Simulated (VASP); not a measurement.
A run of VASP 6.6.1 is set up as follows.

The input INCAR:

```
PREC = Accurate
ENCUT = 520
EDIFF = 1E-6
ISMEAR = 0
SIGMA = 0.05
LREAL = False
LASPH = True
NELM = 80
ALGO = Normal
ISIF = 2
LWAVE = False
LCHARG = False
GGA = PS
NBANDS = 18
```

File KPOINTS:

```
Automatic mesh
0
Gamma
  8 8 8
```

POSCAR

```
HfO2
1.0
    0.0000000000      2.3971264526      2.4556163380
    2.3971264526      0.0000000000      2.4556163380
    2.3971264526      2.3971264526      0.0000000000
Hf O
1 2
Direct
    0.0000000000      0.0000000000      0.0000000000
    0.2500000000      0.2500000000      0.2500000000
    0.7500000000      0.7500000000      0.7500000000
```

Potentials or basis: VASP PAW PBE potentials, release 64 (Hf_pv, O).

Command:

```sh
$ cat potpaw_PBE.64/Hf_pv/POTCAR potpaw_PBE.64/O/POTCAR > POTCAR
$ mpirun -np 1 vasp_std > vasp.out
```

Question: Estimate the band gap on the k mesh.

Answer: 3.77 eV, indirect (least direct gap 3.90 eV).

Question: Predict the pressure.

Answer: 39.6 GPa.

Stress tensor (GPa, compression positive):
```
44.14  0.00  0.00
 0.00 44.14  0.00
 0.00  0.00 30.62
```

Caveat: the PAW data sets were made with another functional, which shifts forces and pressure a little; spin-orbit coupling is left out, which moves the levels of the heavy elements. A k mesh can miss the band edges.
